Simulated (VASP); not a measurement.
# BN in VASP: further runs, part 2 of 3

VASP 6.6.1.

**3. Single point, PBE (uniaxial strain along a: -6.0 %)**

Input file INCAR:

```
SYSTEM = BN
PREC = Accurate
ENCUT = 520
EDIFF = 1E-6
ISMEAR = 0
SIGMA = 0.02
LREAL = .False.
LASPH = .True.
NELM = 100
ALGO = Normal
ISIF = 2
LWAVE = .False.
LCHARG = .False.
GGA = PE
NBANDS = 16
```

Input file KPOINTS:

```
regular mesh
0
Gamma
  12 12 4
  0 0 0
```

Input file POSCAR:

```
BN
1.0
    2.3614502894      0.0000000000      0.0000000000
   -1.1807251447      2.2082468930      0.0000000000
    0.0000000000      0.0000000000      8.4683059297
B N
2 2
Direct
    0.3264416345      0.6525902788      0.2500000000
    0.6735583655      0.3474097212      0.7500000000
    0.3438745516      0.6881408291      0.7500000000
    0.6561254484      0.3118591709      0.2500000000
```

Potentials or basis: VASP PAW PBE potentials, release 64 (B, N).

The run is started by

```console
cat potpaw_PBE.64/B/POTCAR potpaw_PBE.64/N/POTCAR > POTCAR
mpirun -np 1 vasp_std > vasp.out
```

OUTCAR:

```text
SYSTEM = BN
   PREC = Accurate
   ENCUT = 520
   EDIFF = 1E-6
   ISMEAR = 0
   LREAL = .False.
   LASPH = .True.
   NELM = 100
   ISIF = 2
   GGA = PE

 ion  position               nearest neighbor table
   1  0.326  0.653  0.250-   4 1.40   4 1.40   4 1.46
   2  0.674  0.347  0.750-   3 1.40   3 1.40   3 1.46
   3  0.344  0.688  0.750-   2 1.40   2 1.40   2 1.46
   4  0.656  0.312  0.250-   1 1.40   1 1.40   1 1.46

  LATTYP: Found a base centered orthorhombic cell.
 ALAT       =     2.3614502894
 B/A-ratio  =     1.8702463507
 C/A-ratio  =     3.5860614842

[... 649 lines left out ...]

 [... further k-points ...]
[... 5 lines left out ...]
  --------------------------------------------------------------------------------------
  -------------------------------------------------------------------------------------
  Total       12.6532432     -0.2642670     -0.0341693      0.0049702      0.0000000      0.0000000
  in kB      459.0811503     -9.5880573     -1.2397202      0.1803257      0.0000000      0.0000000
  external PRESSURE =     149.4177909 kB  Pullay stress =       0.0000000 kB

 VOLUME and BASIS-vectors are now :
 -----------------------------------------------------------------------------
  energy-cutoff  :      520.00
  volume of cell :       44.16
      direct lattice vectors                 reciprocal lattice vectors
     2.361450289  0.000000000  0.000000000     0.423468580  0.226423957  0.000000000
    -1.180725145  2.208246893  0.000000000     0.000000000  0.452847914  0.000000000
     0.000000000  0.000000000  8.468305930     0.000000000  0.000000000  0.118087373

 POSITION                                       TOTAL-FORCE (eV/Angst)
 -----------------------------------------------------------------------------------
      0.00035      1.44108      2.11708         0.006015      0.436710      0.000000
      1.18038      0.76717      6.35123        -0.006015     -0.436710      0.000000
     -0.00046      1.51958      6.35123         0.005698      0.436858      0.000000
      1.18119      0.68866      2.11708        -0.005698     -0.436858      0.000000
 -----------------------------------------------------------------------------------
    total drift:                                0.000000     -0.000000      0.000000

  FREE ENERGIE OF THE ION-ELECTRON SYSTEM (eV)
  ---------------------------------------------------
  free  energy   TOTEN  =       -34.8265947711 eV

  energy  without entropy=      -34.8265947711  energy(sigma->0) =      -34.82659477
```

stdout:

```text
POSCAR found type information on POSCAR B N
 POSCAR found :  2 types and       4 ions
 scaLAPACK will be used
 LDA part: xc-table for (Slater+PW92), standard interpolation
 POSCAR, INCAR and KPOINTS ok, starting setup
 FFT: planning ... GRIDC
 FFT: planning ... GRID_SOFT
 FFT: planning ... GRID
 WAVECAR not read
 entering main loop
```

Wall time 4 min (1 thread of Intel Xeon 8259CL, shared host); peak memory 0.25 GiB.

What came out:

| Quantity | Value |
| --- | --- |
| Free energy | -34.8266 eV |
| Pressure | 14.9 GPa |
| Largest force | 0.437 eV/Å |
| Band gap on the k mesh | 4.28 eV (least direct gap 4.86 eV) |

Forces in eV/Å, atoms in the order of the input:
```
B    0.006  0.437  0.000
B   -0.006 -0.437  0.000
N    0.006  0.437  0.000
N   -0.006 -0.437  0.000
```

Stress tensor (GPa, compression positive):
```
45.91  0.02  0.00
 0.02 -0.96  0.00
 0.00  0.00 -0.12
```

Caveat: the cell differs from its parent crystal (uniaxial strain along a: -6.0 %); the stress differs along the axes, from -1 to 46 GPa; this functional lacks dispersion, which binds layers or chains, so the pressure and a relaxed spacing across them are unreliable.

**4. Single point, PBE**

Input file INCAR:

```
SYSTEM = BN
PREC = Accurate ; ENCUT = 520
EDIFF = 1E-6 ; ISMEAR = 0
SIGMA = 0.02 ; LREAL = .FALSE.
LASPH = .TRUE. ; NELM = 80
ALGO = Normal ; ISIF = 2
LWAVE = .FALSE. ; LCHARG = .FALSE.
GGA = PE ; NBANDS = 16
```

Input file KPOINTS:

```
regular mesh
0
G
  12 12 4
  0 0 0
```

Input file POSCAR:

```
BN
1.0
    2.3614502595      0.0003756269      0.0000000000
   -1.1803738723      2.2067456781      0.0000000000
    0.0000000000      0.0000000000      8.4827069902
B N
2 2
Direct
    0.3248402652      0.6494087817      0.2500000000
    0.6751597348      0.3505912183      0.7500000000
    0.3475921547      0.6955577261      0.7500000000
    0.6524078453      0.3044422739      0.2500000000
```

Potentials or basis: VASP PAW PBE potentials, release 64 (B, N).

The run is started by

```console
cat potpaw_PBE.64/B/POTCAR potpaw_PBE.64/N/POTCAR > POTCAR
mpirun -np 1 vasp_std > vasp.out
```

OUTCAR:

```text
SYSTEM = BN
   PREC = Accurate
   ENCUT = 520
   EDIFF = 1E-6
   ISMEAR = 0
   LREAL = .FALSE.
   LASPH = .TRUE.
   NELM = 80
   ISIF = 2
   GGA = PE

 ion  position               nearest neighbor table
   1  0.325  0.649  0.250-   4 1.40   4 1.40   4 1.45
   2  0.675  0.351  0.750-   3 1.40   3 1.40   3 1.45
   3  0.348  0.696  0.750-   2 1.40   2 1.40   2 1.45
   4  0.652  0.304  0.250-   1 1.40   1 1.40   1 1.45

  LATTYP: Found a simple monoclinic cell.
 ALAT       =     2.3614502894
 B/A-ratio  =     3.5921598809
 C/A-ratio  =     1.0597726541
 COS(beta)  =    -0.4715186729

  Lattice vectors:

 A1 = (   2.3614502595,   0.0003756269,   0.0000000000)
 A2 = (   0.0000000000,   0.0000000000,  -8.4827069902)
 A3 = (  -1.1803738723,   2.2067456781,   0.0000000000)

Analysis of symmetry for initial positions (statically):
=====================================================================
 Subroutine PRICEL returns:
 Original cell was already a primitive cell.

 Routine SETGRP: Setting up the symmetry group for a
 simple monoclinic supercell.

 Subroutine GETGRP returns: Found  4 space group operations
 (whereof  2 operations were pure point group operations)
 out of a pool of  4 trial point group operations.

The static configuration has the point symmetry S_2 .
 The point group associated with its full space group is C_2h.

Analysis of symmetry for dynamics (positions and initial velocities):
=====================================================================
 Subroutine PRICEL returns:
 Original cell was already a primitive cell.

 Routine SETGRP: Setting up the symmetry group for a
 simple monoclinic supercell.

 Subroutine GETGRP returns: Found  4 space group operations
 (whereof  2 operations were pure point group operations)
 out of a pool of  4 trial point group operations.

The dynamic configuration has the point symmetry S_2 .
 The point group associated with its full space group is C_2h.

 Subroutine INISYM returns: Found  4 space group operations
 (whereof  2 operations are pure point group operations),
 and found     1 'primitive' translations

----------------------------------------------------------------------------------------

                                     Primitive cell

  volume of cell :      44.2082

  direct lattice vectors                    reciprocal lattice vectors
     2.361450260  0.000375627  0.000000000     0.423432558  0.226491314  0.000000000
    -1.180373872  2.206745678  0.000000000    -0.000072076  0.453117427  0.000000000
     0.000000000  0.000000000  8.482706990     0.000000000  0.000000000  0.117886896

  length of vectors
     2.361450289  2.502600441  8.482706990     0.480201464  0.453117433  0.117886896

  position of ions in fractional coordinates (direct lattice)
     0.324840265  0.649408782  0.250000000
     0.675159735  0.350591218  0.750000000
     0.347592155  0.695557726  0.750000000
     0.652407845  0.304442274  0.250000000

  ion indices of the primitive-cell ions
   primitive index   ion index
                 1           1
                 2           2
                 3           3
                 4           4

----------------------------------------------------------------------------------------

 KPOINTS: regular mesh

Automatic generation of k-mesh.
 Grid dimensions read from file:
 generate k-points for:   12   12    4

 Generating k-lattice:

  Cartesian coordinates                     Fractional coordinates (reciprocal lattice)
     0.035286046  0.018874276  0.000000000     0.083333333 -0.000000000  0.000000000
    -0.000006006  0.037759786  0.000000000     0.000000000  0.083333333  0.000000000
     0.000000000  0.000000000  0.029471724     0.000000000  0.000000000  0.250000000

  Length of vectors
     0.040016789  0.037759786  0.029471724

  Shift w.r.t. Gamma in fractional coordinates (k-lattice)
     0.000000000  0.000000000  0.000000000

 Subroutine IBZKPT returns following result:
 ===========================================

 Found    222 irreducible k-points:

 Following reciprocal coordinates:
            Coordinates               Weight
  0.000000  0.000000  0.000000      1.000000
  0.083333  0.000000  0.000000      2.000000
  0.166667  0.000000  0.000000      2.000000
  0.250000  0.000000  0.000000      2.000000
  0.333333  0.000000  0.000000      2.000000
  0.416667  0.000000  0.000000      2.000000
[... 16 lines left out ...]
  0.250000  0.166667  0.000000      2.000000
  0.333333  0.166667  0.000000      2.000000
 [... further k-points ...]
   k-points           NKPTS =    222   k-points in BZ     NKDIM =    222   number of bands    NBANDS=     16
   number of dos      NEDOS =    301   number of ions     NIONS =      4
   total plane-waves  NPLWV =  23040
   dimension x,y,z NGX =    18 NGY =   20 NGZ =   64
   dimension x,y,z NGXF=    36 NGYF=   40 NGZF=  128
   ions per type =               2   2
   NGX,Y,Z   is equivalent  to a cutoff of  12.67, 13.29, 12.54 a.u.
   NGXF,Y,Z  is equivalent  to a cutoff of  25.34, 26.57, 25.09 a.u.
 SYSTEM =  BN
   PREC   = accura    normal or accurate (medium, high low for compatibility)
   ISTART =      0    job   : 0-new  1-cont  2-samecut
   ICHARG =      2    charge: 1-file 2-atom 10-const
   ISPIN  =      1    spin polarized calculation?
   LNONCOLLINEAR =      F non collinear calculations
   LSORBIT =      F    spin-orbit coupling
   LASPH  =      T    aspherical Exc in radial PAW
   ENCUT  =  520.0 eV  38.22 Ry    6.18 a.u.   4.39  4.65 15.77*2*pi/ulx,y,z
   NELM   =     80;   NELMIN=  2; NELMDL= -5     # of ELM steps
   EDIFF  = 0.1E-05   stopping-criterion for ELM
   LREAL  =      F    real-space projection
   EDIFFG = 0.1E-04   stopping-criterion for IOM
   NSW    =      0    number of steps for IOM
   IBRION =     -1    ionic relax: 0-MD 1-quasi-New 2-CG
   NFREE  =      0    steps in history (QN), initial steepest desc. (CG)
   ISIF   =      2    stress and relaxation
   ISYM   =      2    0-nonsym 1-usesym 2-fastsym
   POTIM  = 0.5000    time-step for ionic-motion
   TEBEG  =    0.0;   TEEND  =   0.0 temperature during run
   PSTRESS=    0.0 pullay stress
   NELECT =      16.0000    total number of electrons
   NUPDOWN=      -1.0000    fix difference up-down
   EMIN   =  10.00;   EMAX   =-10.00  energy-range for DOS
   EFERMI =   0.00;   METHOD = LEGACY
   ISMEAR =     0;   SIGMA  =   0.02  broadening in eV -4-tet -1-fermi 0-gaus
   EFERMI_NEDOS =   21; number of points for ismear=-14 and -15
   IALGO  =     38    algorithm
   IMIX   =      4    mixing-type and parameters
     AMIX     =   0.40;   BMIX     =  1.00
     AMIX_MAG =   1.60;   BMIX_MAG =  1.00
  volume/ion in A,a.u.               =      11.05        74.58
  Fermi-wavevector in a.u.,A,eV,Ry     =   1.166668  2.204683 18.519087  1.361114
  Thomas-Fermi vector in A             =   2.303178
   LORBIT       =      0    0 simple, 1 ext, 2 COOP (PROOUT), +10 PAW based schemes
   GGA     = PE    functional components
   LHFCALC =     F    Hartree Fock is set to
   AEXX    =    0.0000 exact exchange contribution
   IVDW    =     0    specifies the selected vdW correction
   LEPSILON=     F    determine dielectric tensor
   LRPA    =     F    only Hartree local field effects (RPA)
 non-spin polarized calculation
 Gauss-broadening in eV      SIGMA  =   0.02
  energy-cutoff  :      520.00
  volume of cell :       44.21
 maximum number of plane-waves:      1211
 NGX is ok and might be reduce to    18
   NGX =  9   NGY =  9   NGZ = 31

 number of electron      15.9999995 magnetization

 Free energy of the ion-electron system (eV)
  ---------------------------------------------------
  ext. energy  EPLUGINS =         0.00000000
  ---------------------------------------------------
  free energy    TOTEN  =       -34.83079784 eV

  energy without entropy =      -34.83079784  energy(sigma->0) =      -34.83079784

 E-fermi :   0.9592     XC(G=0):  -8.5990

 val. band max:        0.7767068262   @ k =   0.3333   0.3333   0.0000
 cond. band min:       5.0486784108   @ k =   0.0000   0.0000   0.0000
 fundamental gap:      4.2719715845
 Fermi energy:         0.9592332694

 k-point     1 :       0.0000    0.0000    0.0000
  band No.  band energies     occupation
      1     -17.2952      2.00000
      2     -17.2619      2.00000
      3      -5.0580      2.00000
      4      -4.5377      2.00000
      5      -1.0571      2.00000
      6      -1.0539      2.00000
[... 433 lines left out ...]
      3      -7.2161      2.00000
      4      -7.2087      2.00000
      5      -4.9832      2.00000
      6      -4.9790      2.00000
[... 8 lines left out ...]
     15      16.4259      0.00000
     16      16.4508      0.00000

 [... further k-points ...]
[... 5 lines left out ...]
  --------------------------------------------------------------------------------------
  -------------------------------------------------------------------------------------
  Total       12.3100508      0.0043158     -0.0349006     -0.0234073      0.0000000      0.0000000
  in kB      446.1366737      0.1564116     -1.2648563     -0.8483179      0.0000000      0.0000000
  external PRESSURE =     148.3427430 kB  Pullay stress =       0.0000000 kB

 VOLUME and BASIS-vectors are now :
 -----------------------------------------------------------------------------
  energy-cutoff  :      520.00
  volume of cell :       44.21
      direct lattice vectors                 reciprocal lattice vectors
     2.361450260  0.000375627  0.000000000     0.423432558  0.226491314  0.000000000
    -1.180373872  2.206745678  0.000000000    -0.000072076  0.453117427  0.000000000
     0.000000000  0.000000000  8.482706990     0.000000000  0.000000000  0.117886896

 POSITION                                       TOTAL-FORCE (eV/Angst)
 -----------------------------------------------------------------------------------
      0.00055      1.43320      2.12068        -0.000571      0.004506      0.000000
      1.18053      0.77392      6.36203         0.000571     -0.004506     -0.000000
     -0.00020      1.53505      6.36203        -0.000718      0.004486      0.000000
      1.18127      0.67207      2.12068         0.000718     -0.004486      0.000000
 -----------------------------------------------------------------------------------
    total drift:                                0.000000      0.000000     -0.000000

  FREE ENERGIE OF THE ION-ELECTRON SYSTEM (eV)
  ---------------------------------------------------
  free  energy   TOTEN  =       -34.8307978443 eV

  energy  without entropy=      -34.8307978443  energy(sigma->0) =      -34.83079784
```

OSZICAR:

```text
N       E                     dE             d eps       ncg     rms          rms(c)
DAV:   1     0.602555597086E+02    0.60256E+02   -0.77442E+03  7136   0.897E+02
DAV:   2    -0.349994195249E+02   -0.95255E+02   -0.85509E+02  9864   0.222E+02
DAV:   3    -0.390942009005E+02   -0.40948E+01   -0.40751E+01  9344   0.473E+01
DAV:   4    -0.391310602591E+02   -0.36859E-01   -0.36851E-01  9048   0.494E+00
DAV:   5    -0.391315449259E+02   -0.48467E-03   -0.48464E-03  9344   0.530E-01    0.119E+01
DAV:   6    -0.353798802492E+02    0.37517E+01   -0.58543E+00  9232   0.182E+01    0.541E+00
DAV:   7    -0.349511519172E+02    0.42873E+00   -0.78810E-01  9824   0.606E+00    0.331E+00
DAV:   8    -0.348321153634E+02    0.11904E+00   -0.32991E-01  9888   0.374E+00    0.538E-01
DAV:   9    -0.348284306258E+02    0.36847E-02   -0.21718E-02  7664   0.115E+00    0.227E-01
DAV:  10    -0.348305157901E+02   -0.20852E-02   -0.19820E-03  7712   0.353E-01    0.452E-02
DAV:  11    -0.348307417318E+02   -0.22594E-03   -0.17527E-04  8856   0.103E-01    0.340E-02
DAV:  12    -0.348307965924E+02   -0.54861E-04   -0.69054E-05  7584   0.605E-02    0.386E-03
DAV:  13    -0.348307976656E+02   -0.10732E-05   -0.17390E-06  9296   0.128E-02    0.152E-03
DAV:  14    -0.348307978443E+02   -0.17872E-06   -0.26595E-07  5976   0.452E-03
   1 F= -.34830798E+02 E0= -.34830798E+02  d E =-.381356E-40
```

Wall time 3.5 min (1 thread of Intel Xeon 8259CL, shared host); peak memory 0.25 GiB.

Results:

| Item | Value |
| --- | --- |
| Free energy | -34.8308 eV |
| Pressure | 14.8 GPa |
| Largest force | 0.005 eV/Å |
| Band gap on the k mesh | 4.27 eV (least direct gap 4.84 eV) |

Forces on the atoms (eV/Å):
```
B   -0.001  0.005  0.000
B    0.001 -0.005  0.000
N   -0.001  0.004  0.000
N    0.001 -0.004  0.000
```

Levels at points of the mesh, in eV from the valence-band top:
```csv
k point,band 6,band 7,band 8,band 9,band 10,band 11
"(0.00, 0.00, 0.00)",-1.83,-0.66,-0.65,4.27,7.54,9.80
"(0.50, 0.00, 0.00)",-4.65,-0.86,-0.66,4.91,5.32,9.50
"(0.00, 0.50, 0.00)",-3.20,-1.45,-1.25,4.34,4.72,10.65
"(0.50, 0.50, 0.00)",-4.66,-0.86,-0.66,4.92,5.32,9.49
"(0.00, 0.00, 0.50)",-1.83,-0.65,-0.65,5.51,5.51,10.95
"(0.50, 0.00, 0.50)",-4.65,-0.76,-0.76,5.09,5.09,9.69
"(0.00, 0.50, 0.50)",-3.20,-1.35,-1.35,4.50,4.50,11.47
"(0.50, 0.50, 0.50)",-4.66,-0.76,-0.76,5.10,5.10,9.68
```

Caveat: the stress differs along the axes, from -0 to 45 GPa; this functional lacks dispersion, which binds layers or chains, so the pressure and a relaxed spacing across them are unreliable. A k mesh can miss the band edges.

**5. Single point, PBE (uniaxial strain along a: -4.0 %)**

Input file INCAR:

```
SYSTEM = BN
PREC = Accurate ; ENCUT = 520
EDIFF = 1E-6 ; ISMEAR = 0
SIGMA = 0.02 ; LREAL = .FALSE.
LASPH = .TRUE. ; NELM = 100
ALGO = Normal ; ISIF = 2
LWAVE = .FALSE. ; LCHARG = .TRUE.
GGA = PE ; LELF = .TRUE.
LVHAR = .TRUE. ; NBANDS = 16
```

KPOINTS is that of step 4.

Input file POSCAR:

```
BN
1.0
    2.4116939125      0.0000000000      0.0000000000
   -1.2058469563      2.1973688295      0.0000000000
    0.0000000000      0.0000000000      8.4265901369
B N
2 2
Direct
    0.3291862915      0.6582475865      0.2500000000
    0.6708137085      0.3417524135      0.7500000000
    0.3392073069      0.6785985441      0.7500000000
    0.6607926931      0.3214014559      0.2500000000
```

The run is started by

```console
cat potpaw_PBE.64/B/POTCAR potpaw_PBE.64/N/POTCAR > POTCAR
mpirun -np 1 vasp_std > vasp.out
```

It took 3.3 min on 1 thread of Intel Xeon 8259CL, shared host; peak memory 0.25 GiB.

The run converged. Its results:

| Item | Value |
| --- | --- |
| Free energy | -35.0413 eV |
| Pressure | 9.5 GPa |
| Largest force | 0.380 eV/Å |
| Band gap on the k mesh | 4.33 eV (least direct gap 4.79 eV) |

Forces in eV/Å, atoms in the order of the input:
```
B    0.003  0.379  0.000
B   -0.003 -0.379  0.000
N    0.003  0.380  0.000
N   -0.003 -0.380  0.000
```

Stress tensor (GPa, compression positive):
```
29.65  0.01  0.00
 0.01 -0.93  0.00
 0.00  0.00 -0.10
```

Levels at points of the mesh, in eV from the valence-band top:
```
           k point  band 6  band 7  band 8  band 9  band 10  band 11
(0.00, 0.00, 0.00)   -1.54   -1.04   -1.04    4.33     7.64     9.94
(0.50, 0.00, 0.00)   -4.45   -0.90   -0.69    4.77     5.17     9.48
(0.50, 0.50, 0.00)   -4.45   -0.90   -0.69    4.77     5.17     9.48
(0.00, 0.50, 0.00)   -3.60   -1.34   -1.13    4.48     4.93    10.37
(0.00, 0.00, 0.50)   -1.54   -1.04   -1.04    5.58     5.58    11.01
(0.50, 0.00, 0.50)   -4.45   -0.80   -0.80    4.94     4.94     9.69
(0.50, 0.50, 0.50)   -4.45   -0.80   -0.80    4.95     4.95     9.69
(0.00, 0.50, 0.50)   -3.60   -1.23   -1.23    4.68     4.68    10.97
```

Caveat: the cell differs from its parent crystal (uniaxial strain along a: -4.0 %); the stress differs along the axes, from -1 to 30 GPa. A k mesh can miss the band edges.

(Part 2 of 3 ends here.)
